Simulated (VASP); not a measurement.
# Mn (P4/nmm) in VASP: relaxation of cell and atoms with PBE

Aim: the relaxation of cell and atoms of Mn with PBE.

All numbers are computed with VASP 6.6.1; they aren't measurements. Logs are shortened: lines on timing, memory, paths and dates and some standing lists are left out, and cuts for length are marked.

## (1) The cell of the first run

Symmetry: P4/nmm, No. 129, tetragonal system. The conventional cell has a = 2.682 Å, b = 2.682 Å, c = 3.027 Å, α = 90.00°, β = 90.00°, γ = 90.00°. Mn (site symmetry 4mm) has 14 Mn at 2.31 to 3.03 Å within 3.1 Å.

## (2) Relaxation of cell and atoms, PBE

Input file INCAR:

```
SYSTEM = Mn
PREC = Accurate ; ENCUT = 600
EDIFF = 1E-6 ; ISMEAR = 0
SIGMA = 0.1 ; LREAL = .False.
LASPH = .True. ; NELM = 100
ALGO = Normal ; ISIF = 3
LWAVE = .False. ; LCHARG = .False.
GGA = PE ; IBRION = 2
NSW = 100 ; EDIFFG = -0.01
```

Input file KPOINTS:

```
Automatic mesh
0
Gamma
  20 20 18
  0 0 0
```

Input file POSCAR:

```
Mn
1.0
    2.6822024753      0.0000000000      0.0000000000
    0.0000000000      2.6822024753      0.0000000000
    0.0000000000      0.0000000000      3.0268178640
Mn
2
Direct
    0.0000000000      0.5000000000      0.2191233804
    0.5000000000      0.0000000000      0.7808766196
```

Potentials or basis: VASP PAW PBE potentials, release 64 (Mn_pv).

On the command line:

```console
$ cat potpaw_PBE.64/Mn_pv/POTCAR > POTCAR
$ mpirun -np 1 vasp_std > vasp.out
```

OUTCAR:

```text
SYSTEM = Mn
   PREC = Accurate
   ENCUT = 600
   EDIFF = 1E-6
   ISMEAR = 0
   LREAL = .False.
   LASPH = .True.
   NELM = 100
   ISIF = 3
   GGA = PE
   IBRION = 2
   NSW = 100
   EDIFFG = -0.01

 ion  position               nearest neighbor table
   1  0.000  0.500  0.219-   2 2.31   2 2.31   2 2.31   2 2.31   2 2.55   2 2.55   2 2.55   2 2.55

   2  0.500  0.000  0.781-   1 2.31   1 2.31   1 2.31   1 2.31   1 2.55   1 2.55   1 2.55   1 2.55

  LATTYP: Found a simple tetragonal cell.
 ALAT       =     2.6822024753
 C/A-ratio  =     1.1284822424

  Lattice vectors:

 A1 = (   2.6822024753,   0.0000000000,   0.0000000000)
 A2 = (   0.0000000000,   2.6822024753,   0.0000000000)
 A3 = (   0.0000000000,   0.0000000000,   3.0268178640)

Analysis of symmetry for initial positions (statically):
=====================================================================
 Subroutine PRICEL returns:
 Original cell was already a primitive cell.

 Routine SETGRP: Setting up the symmetry group for a
 simple tetragonal supercell.

 Subroutine GETGRP returns: Found 16 space group operations
 (whereof  8 operations were pure point group operations)
 out of a pool of 16 trial point group operations.

The static configuration has the point symmetry D_2d.
 The point group associated with its full space group is D_4h.

Analysis of symmetry for dynamics (positions and initial velocities):
=====================================================================
 Subroutine PRICEL returns:
 Original cell was already a primitive cell.

 Routine SETGRP: Setting up the symmetry group for a
 simple tetragonal supercell.

 Subroutine GETGRP returns: Found 16 space group operations
 (whereof  8 operations were pure point group operations)
 out of a pool of 16 trial point group operations.

The dynamic configuration has the point symmetry D_2d.
 The point group associated with its full space group is D_4h.

 Subroutine INISYM returns: Found 16 space group operations
 (whereof  8 operations are pure point group operations),
 and found     1 'primitive' translations

----------------------------------------------------------------------------------------

                                     Primitive cell

  volume of cell :      21.7756

  direct lattice vectors                    reciprocal lattice vectors
     2.682202475  0.000000000  0.000000000     0.372827931  0.000000000  0.000000000
     0.000000000  2.682202475  0.000000000     0.000000000  0.372827931  0.000000000
     0.000000000  0.000000000  3.026817864     0.000000000  0.000000000  0.330379972

  length of vectors
     2.682202475  2.682202475  3.026817864     0.372827931  0.372827931  0.330379972

  position of ions in fractional coordinates (direct lattice)
     0.000000000  0.500000000  0.219123380
     0.500000000  0.000000000  0.780876620

  ion indices of the primitive-cell ions
   primitive index   ion index
                 1           1
                 2           2

----------------------------------------------------------------------------------------

 KPOINTS: Automatic mesh

Automatic generation of k-mesh.
 Grid dimensions read from file:
 generate k-points for:   20   20   18

 Generating k-lattice:

  Cartesian coordinates                     Fractional coordinates (reciprocal lattice)
     0.018641397  0.000000000  0.000000000     0.050000000  0.000000000  0.000000000
     0.000000000  0.018641397  0.000000000     0.000000000  0.050000000  0.000000000
     0.000000000  0.000000000  0.018354443     0.000000000  0.000000000  0.055555556

  Length of vectors
     0.018641397  0.018641397  0.018354443

  Shift w.r.t. Gamma in fractional coordinates (k-lattice)
     0.000000000  0.000000000  0.000000000

 Subroutine IBZKPT returns following result:
 ===========================================

 Found    660 irreducible k-points:

 Following reciprocal coordinates:
            Coordinates               Weight
  0.000000  0.000000  0.000000      1.000000
  0.050000  0.000000  0.000000      4.000000
  0.100000  0.000000  0.000000      4.000000
  0.150000  0.000000  0.000000      4.000000
  0.200000  0.000000  0.000000      4.000000
  0.250000  0.000000  0.000000      4.000000
[... 16 lines left out ...]
  0.150000  0.100000  0.000000      8.000000
  0.200000  0.100000  0.000000      8.000000
 [... further k-points ...]
   k-points           NKPTS =    660   k-points in BZ     NKDIM =    660   number of bands    NBANDS=     17
   number of dos      NEDOS =    301   number of ions     NIONS =      2
   total plane-waves  NPLWV =  13824
   dimension x,y,z NGX =    24 NGY =   24 NGZ =   24
   dimension x,y,z NGXF=    48 NGYF=   48 NGZF=   48
   ions per type =               2
   NGX,Y,Z   is equivalent  to a cutoff of  14.88, 14.88, 13.18 a.u.
   NGXF,Y,Z  is equivalent  to a cutoff of  29.75, 29.75, 26.36 a.u.
 SYSTEM =  Mn
   PREC   = accura    normal or accurate (medium, high low for compatibility)
   ISTART =      0    job   : 0-new  1-cont  2-samecut
   ICHARG =      2    charge: 1-file 2-atom 10-const
   ISPIN  =      1    spin polarized calculation?
   LNONCOLLINEAR =      F non collinear calculations
   LSORBIT =      F    spin-orbit coupling
   LASPH  =      T    aspherical Exc in radial PAW
   ENCUT  =  600.0 eV  44.10 Ry    6.64 a.u.   5.36  5.36  6.05*2*pi/ulx,y,z
   NELM   =    100;   NELMIN=  2; NELMDL= -5     # of ELM steps
   EDIFF  = 0.1E-05   stopping-criterion for ELM
   LREAL  =      F    real-space projection
   EDIFFG = -.1E-01   stopping-criterion for IOM
   NSW    =    100    number of steps for IOM
   IBRION =      2    ionic relax: 0-MD 1-quasi-New 2-CG
   NFREE  =      1    steps in history (QN), initial steepest desc. (CG)
   ISIF   =      3    stress and relaxation
   ISYM   =      2    0-nonsym 1-usesym 2-fastsym
   POTIM  = 0.5000    time-step for ionic-motion
   TEBEG  =    0.0;   TEEND  =   0.0 temperature during run
   PSTRESS=    0.0 pullay stress
   NELECT =      26.0000    total number of electrons
   NUPDOWN=      -1.0000    fix difference up-down
   EMIN   =  10.00;   EMAX   =-10.00  energy-range for DOS
   EFERMI =   0.00;   METHOD = LEGACY
   ISMEAR =     0;   SIGMA  =   0.10  broadening in eV -4-tet -1-fermi 0-gaus
   EFERMI_NEDOS =   21; number of points for ismear=-14 and -15
   IALGO  =     38    algorithm
   IMIX   =      4    mixing-type and parameters
     AMIX     =   0.40;   BMIX     =  1.00
     AMIX_MAG =   1.60;   BMIX_MAG =  1.00
  volume/ion in A,a.u.               =      10.89        73.47
  Fermi-wavevector in a.u.,A,eV,Ry     =   1.736772  3.282023 41.040301  3.016377
  Thomas-Fermi vector in A             =   2.810123
   LORBIT       =      0    0 simple, 1 ext, 2 COOP (PROOUT), +10 PAW based schemes
   GGA     = PE    functional components
   LHFCALC =     F    Hartree Fock is set to
   AEXX    =    0.0000 exact exchange contribution
   IVDW    =     0    specifies the selected vdW correction
   LEPSILON=     F    determine dielectric tensor
   LRPA    =     F    only Hartree local field effects (RPA)
 conjugate gradient relaxation of ions
 non-spin polarized calculation
 Gauss-broadening in eV      SIGMA  =   0.10
  energy-cutoff  :      600.00
  volume of cell :       21.78
 maximum number of plane-waves:       746
 NGX is ok and might be reduce to    24
   NGX = 11   NGY = 11   NGZ = 13

--------------------------------------- Ionic step        1  -------------------------------------------

 number of electron      26.0000009 magnetization

 Free energy of the ion-electron system (eV)
  ---------------------------------------------------
  ext. energy  EPLUGINS =         0.00000000
  ---------------------------------------------------
  free energy    TOTEN  =       -17.68181276 eV

  energy without entropy =      -17.66217836  energy(sigma->0) =      -17.67199556

------------------------ aborting loop because EDIFF is reached ----------------------------------------

  FORCE on cell =-STRESS in cart. coord.  units (eV):
  Direction    XX          YY          ZZ          XY          YZ          ZX
  --------------------------------------------------------------------------------------
  -------------------------------------------------------------------------------------
  Total        0.0125168      0.0125168      0.0625187      0.0000000      0.0000000     -0.0000000
  in kB        0.9209455      0.9209455      4.5999273      0.0000000      0.0000000     -0.0000000
  external PRESSURE =       2.1472728 kB  Pullay stress =       0.0000000 kB
[... 89 lines left out ...]
  FREE ENERGIE OF THE ION-ELECTRON SYSTEM (eV)
  ---------------------------------------------------
  free  energy   TOTEN  =       -17.6882125789 eV

  energy  without entropy=      -17.6653357101  energy(sigma->0) =      -17.67677414

[... ionic steps 4 to 35 ...]

--------------------------------------- Ionic step       36  -------------------------------------------

 number of electron      26.0000012 magnetization

------------------------ aborting loop because EDIFF is reached ----------------------------------------

  FORCE on cell =-STRESS in cart. coord.  units (eV):
  Direction    XX          YY          ZZ          XY          YZ          ZX
  --------------------------------------------------------------------------------------
  -------------------------------------------------------------------------------------
  Total        0.0166432      0.0166432     -0.0665507      0.0000000     -0.0000000      0.0000000
  in kB        1.2419458      1.2419458     -4.9661283      0.0000000     -0.0000000      0.0000000
  external PRESSURE =      -0.8274123 kB  Pullay stress =       0.0000000 kB
[... 57 lines left out ...]
  energy  without entropy=      -17.8239563864  energy(sigma->0) =      -17.83147000

--------------------------------------- Ionic step       38  -------------------------------------------

 number of electron      26.0000017 magnetization

 Free energy of the ion-electron system (eV)
  ---------------------------------------------------
  ext. energy  EPLUGINS =         0.00000000
  ---------------------------------------------------
  free energy    TOTEN  =       -17.83900719 eV

  energy without entropy =      -17.82400263  energy(sigma->0) =      -17.83150491

 E-fermi :  10.5199     XC(G=0): -14.0296

 val. band max:       10.5195428260   @ k =   0.4000   0.3000   0.5000
 cond. band min:      10.5203818188   @ k =   0.4000   0.3000   0.5000
 fundamental gap:      0.0008389928
 Fermi energy:        10.5198578373

 k-point     1 :       0.0000    0.0000    0.0000
  band No.  band energies     occupation
      1     -37.8515      2.00000
      2     -37.4140      2.00000
      3     -37.4140      2.00000
      4     -37.1413      2.00000
      5     -37.1413      2.00000
      6     -37.1403      2.00000
[... 9 lines left out ...]
     16      12.5344      0.00000
     17      12.5344      0.00000
[... 443 lines left out ...]
      1     -37.7522      2.00000
      2     -37.5315      2.00000
      3     -37.3973      2.00000
      4     -37.3274      2.00000
      5     -37.2042      2.00000
      6     -37.1844      2.00000
[... 9 lines left out ...]
     16      11.3553      0.00000
     17      12.4165      0.00000

 [... further k-points ...]

------------------------ aborting loop because EDIFF is reached ----------------------------------------

  FORCE on cell =-STRESS in cart. coord.  units (eV):
  Direction    XX          YY          ZZ          XY          YZ          ZX
  --------------------------------------------------------------------------------------
  -------------------------------------------------------------------------------------
  Total       -0.0040095     -0.0040095     -0.0019389      0.0000000      0.0000000      0.0000000
  in kB       -0.2992633     -0.2992633     -0.1447165      0.0000000      0.0000000      0.0000000
  external PRESSURE =      -0.2477477 kB  Pullay stress =       0.0000000 kB
[... 17 lines left out ...]
  FREE ENERGIE OF THE ION-ELECTRON SYSTEM (eV)
  ---------------------------------------------------
  free  energy   TOTEN  =       -17.8390071949 eV

  energy  without entropy=      -17.8240026314  energy(sigma->0) =      -17.83150491

 reached required accuracy - stopping structural energy minimisation
```

It took 34 min on 1 thread of Intel Xeon Platinum 8488C (Sapphire Rapids), shared host; peak memory 0.44 GiB.

What came out:

```
Free energy                            : -17.8390 eV
Relaxed volume                         : 10.73 Å³/atom
Relaxed cell                           : a = 2.478 Å, b = 2.478 Å, c = 3.495 Å, α = 90.00°, β = 90.00°, γ = 90.00°
Space group after relaxing (to 0.05 Å) : Fm-3m (No. 225)
Energy gained by relaxing              : 78.6 meV/atom
Ionic steps                            : 38
Pressure after relaxing                : 0.0 GPa
Largest force after relaxing           : 0.008 eV/Å
Band gap on the k mesh                 : zero (band 13 reaches 12.52 eV, above the bottom of band 14 at 9.60 eV)
```

Forces on the atoms (eV/Å):
```
Mn   0.000  0.000 -0.008
Mn   0.000  0.000  0.008
```

Step by step:
| step | energy change (eV) | largest force (eV/Å) | pressure (GPa) | volume (Å³) |
| --- | --- | --- | --- | --- |
| 1 | 0.0000 | 0.2337 | 0.21 | 21.78 |
| 2 | -0.0041 | 0.1328 | -0.96 | 21.82 |
| 3 | -0.0064 | 0.0337 | -2.74 | 21.90 |
| 4 | -0.0086 | 0.0376 | -2.16 | 21.82 |
| 5 | -0.0136 | 0.0504 | 0.22 | 21.60 |
| 6 | -0.0155 | 0.0371 | 5.61 | 21.15 |
| 7 | -0.0164 | 0.0484 | 3.36 | 21.33 |
| 8 | -0.0179 | 0.0434 | 3.60 | 21.30 |
| 9 | -0.0225 | 0.0278 | 4.43 | 21.23 |
| 10 | -0.0300 | 0.0383 | 6.52 | 21.07 |
| 11 | -0.0105 | 0.5842 | 12.78 | 20.75 |
| 12 | -0.0311 | 0.0793 | 7.45 | 21.02 |
| 13 | -0.0366 | 0.1286 | 6.83 | 21.06 |
| 14 | -0.0460 | 0.3478 | 5.70 | 21.18 |
| 15 | -0.0462 | 0.4253 | 5.45 | 21.21 |
| 16 | -0.0523 | 0.3909 | 3.83 | 21.32 |
| 17 | -0.0636 | 0.2963 | -0.75 | 21.64 |
| 18 | -0.0566 | 0.1393 | -8.72 | 22.30 |
| 19 | -0.0655 | 0.2381 | -3.63 | 21.86 |
| 20 | -0.0734 | 0.2113 | -3.55 | 21.84 |
| 21 | -0.0961 | 0.1143 | -3.38 | 21.78 |
| 22 | -0.1295 | 0.1825 | -1.98 | 21.65 |
| 23 | -0.0314 | 1.4693 | 6.23 | 21.31 |
| 24 | -0.1308 | 0.3471 | -1.20 | 21.61 |
| 25 | -0.1437 | 0.3194 | 0.73 | 21.44 |
| 26 | -0.1497 | 0.2712 | 3.39 | 21.23 |
| 27 | -0.1557 | 0.0820 | -1.13 | 21.56 |
| 28 | -0.1559 | 0.1126 | -0.53 | 21.50 |
| 29 | -0.1568 | 0.0494 | 0.15 | 21.46 |
| 30 | -0.1570 | 0.0115 | 0.49 | 21.43 |
| 31 | -0.1570 | 0.0054 | 0.35 | 21.43 |
| 32 | -0.1570 | 0.0058 | 0.57 | 21.42 |
| 33 | -0.1570 | 0.0016 | 0.71 | 21.43 |
| 34 | -0.1570 | 0.0346 | -0.51 | 21.51 |
| 35 | -0.1571 | 0.0169 | -0.03 | 21.47 |
| 36 | -0.1571 | 0.0191 | -0.08 | 21.47 |
| 37 | -0.1572 | 0.0138 | -0.06 | 21.47 |
| 38 | -0.1572 | 0.0082 | -0.02 | 21.47 |

Final structure:
```
CELL_PARAMETERS angstrom
2.47830 0.00000 0.00000
0.00000 2.47830 0.00000
0.00000 0.00000 3.49492
ATOMIC_POSITIONS crystal
Mn 0.00000 0.50000 0.25016
Mn 0.50000 0.00000 0.74984
```

Levels at points of the mesh, in eV from the Fermi level:
```tsv
k point	band 11	band 12	band 13	band 14	band 15	band 16
(0.00, 0.00, 0.00)	-1.16	-1.14	0.52	0.55	1.67	2.01
(0.50, 0.00, 0.00)	-1.94	-1.94	-0.24	-0.24	0.48	0.48
(0.50, 0.50, 0.00)	1.67	1.67	2.00	2.00	2.02	2.02
(0.00, 0.00, 0.50)	-0.51	-0.50	0.14	0.14	0.14	0.14
(0.50, 0.00, 0.50)	-1.26	-1.26	0.49	0.49	1.70	1.70
(0.50, 0.50, 0.50)	-2.20	-2.20	0.34	0.34	2.01	2.01
```

Caveat: the run has no spin polarisation, though such a crystal can be magnetic. Spin polarisation is off, so any magnetic state and its effect on volume and gap are missing.
